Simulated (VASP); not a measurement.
Wanted: the native input for a VASP 6.6.1 run.

```yaml
Task: relaxation of cell and atoms
Functional: PBEsol
Potentials_or_basis: VASP PAW PBE potentials, release 64 (Hf_pv, N)
Cutoff: 600 eV
k_mesh: 8 × 8 × 12
Occupations: gaussian, width 0.1 eV
Spin: no spin polarisation
Target_pressure: 20 GPa
Dipole_correction: no
Further_INCAR_settings: ALGO = Normal; EDIFF = 1e-07; IBRION = 2; EDIFFG = -0.008; NSW = 70; ISIF = 3
```

The structure of Hf2N lies in POSCAR:

```
Hf2N
1.0
    5.1471666396      0.0000000000      0.0000000000
    0.0000000000      5.1471666396      0.0000000000
    0.0000000000      0.0000000000      3.1418854270
Hf N
4 2
Direct
    0.2948520023      0.2948520023      0.0000000000
    0.7051479977      0.7051479977      0.0000000000
    0.7948520023      0.2051479977      0.5000000000
    0.2051479977      0.7948520023      0.5000000000
    0.0000000000      0.0000000000      0.0000000000
    0.5000000000      0.5000000000      0.5000000000
```

The input as run:

INCAR

```
SYSTEM = Hf2N
PREC = Accurate
ENCUT = 600
EDIFF = 1E-7
ISMEAR = 0
SIGMA = 0.1
LREAL = .False.
LASPH = .True.
NELM = 100
ALGO = Normal
ISIF = 3
LWAVE = .False.
LCHARG = .False.
GGA = PS
IBRION = 2
NSW = 70
EDIFFG = -0.008
PSTRESS = 200.0
```

KPOINTS

```
Automatic mesh
0
Gamma
  8 8 12
  0 0 0
```

Potentials or basis: VASP PAW PBE potentials, release 64 (Hf_pv, N).

The run is started by

```bash
$ cat potpaw_PBE.64/Hf_pv/POTCAR potpaw_PBE.64/N/POTCAR > POTCAR
$ mpirun -np 1 vasp_std > vasp.out
```

Results of the run:

| Property | Result |
| --- | --- |
| Relaxed volume | 13.85 Å³/atom |
| Relaxed cell | a = 5.143 Å, b = 5.143 Å, c = 3.141 Å, α = 90.00°, β = 90.00°, γ = 90.00° |
| Space group after relaxing (to 0.1 Å) | P4_2/mnm (No. 136) |
| Energy change on relaxing (the run minimises the enthalpy) | +3.1 meV/atom |
| Ionic steps | 5 |
| Pressure after relaxing | 20.0 GPa |
| Band gap on the k mesh | zero (bands 25 and 26 overlap by 2.96 eV) |

Caveat: the cell is relaxed towards a set pressure, so the run minimises the enthalpy, not the energy; the PAW data sets were made with another functional, which shifts forces and pressure a little; spin-orbit coupling is left out, which moves the levels of the heavy elements.

Run time: 7.6 min on 1 thread of Intel(R) Xeon(R) 6975P-C (Granite Rapids), with other jobs on the host, peak memory 0.41 GiB.
